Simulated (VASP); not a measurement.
Runs of VASP 6.6.1 on Ir. The structure is that of space group Fm-3m (No. 225), or close to it. The cells are those of the table. 

| task | cell | k mesh | cutoff (eV) | gap on the mesh (eV) | pressure (GPa) |
| --- | --- | --- | --- | --- | --- |
| single point | a = 2.446 Å, angles 60.0°, 1 atom | 19 × 19 × 19 | 520 | none | 275.9 |
| single point | a = 2.737 Å, angles 60.0°, 1 atom | 18 × 18 × 18 | 500 | none | 0.5 |
| relaxation of cell and atoms | relaxed to 270 GPa from a = 2.446 Å, angles 60.0°, 1 atom | 19 × 19 × 19 | 600 | none | 270.0 |
| single point | a = 2.445 Å, angles 60.0°, 1 atom | 19 × 19 × 19 | 520 | none | (a) |
| single point | a = 2.446 Å, angles 60.0°, 1 atom | 19 × 19 × 19 | 500 | none | 275.1 |

Alike in all rows: level PBE; potentials or basis VASP PAW PBE potentials, release 64 (Ir); no spin polarisation; smearing fermi-dirac 0.05 eV.

Question: Estimate the missing entries.

Answer: (a) 276.6.

Caveats: spin-orbit coupling is left out, which moves the levels of the heavy elements; the cell stands under pressure (at least some runs); the cell is relaxed towards a set pressure, so the run minimises the enthalpy, not the energy (at least some runs).

A k mesh can miss the band edges, and the runs leave out spin-orbit coupling on Ir.

A gap of «none» marks levels without a gap at the run's occupations.
